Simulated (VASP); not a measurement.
**InP (v.bB): single point with PBE**

The system is InP (v.bB).

```
In P
1.0
     0.00000    2.97984    2.97984
     2.97984    0.00000    2.97984
     2.97984    2.97984    0.00000
In P
1 1
Direct
  0.00000 0.00000 0.00000
  0.25000 0.25000 0.25000
```

| Property | Result |
| --- | --- |
| Program | VASP 6.6.1 |
| Task | single point |
| Functional | PBE |
| Potentials or basis | VASP PAW PBE potentials, release 64 (In_d, P) |
| Cutoff | 500 eV |
| k mesh | 8 × 8 × 8 |
| Occupations | gaussian, width 0.02 eV |
| Spin | no spin polarisation |
| Dipole correction | no |
| Further INCAR settings | ALGO = Normal; EDIFF = 1e-06; NBANDS = 16 |

```yaml
Pressure: -0.1 GPa
Band_gap_on_the_k_mesh: 0.44 eV, direct
```

Levels at points of the mesh, in eV from the valence-band top:
```
           k point  band 6  band 7  band 8  band 9  band 10  band 11  band 12  band 13
(0.00, 0.00, 0.00)  -11.19    0.00    0.00    0.00     0.44     4.09     4.09     4.09
(0.50, 0.00, 0.00)   -9.62   -5.47   -0.90   -0.90     1.38     4.80     4.80     6.99
(0.50, 0.50, 0.00)   -9.02   -5.54   -2.16   -2.16     1.85     2.26     8.91     9.26
```

Run time: 29 s on 1 thread of Intel Xeon 8259CL, with other jobs on the host, peak memory 0.18 GiB.

Caveat: spin-orbit coupling is left out, which moves the levels of the heavy elements.
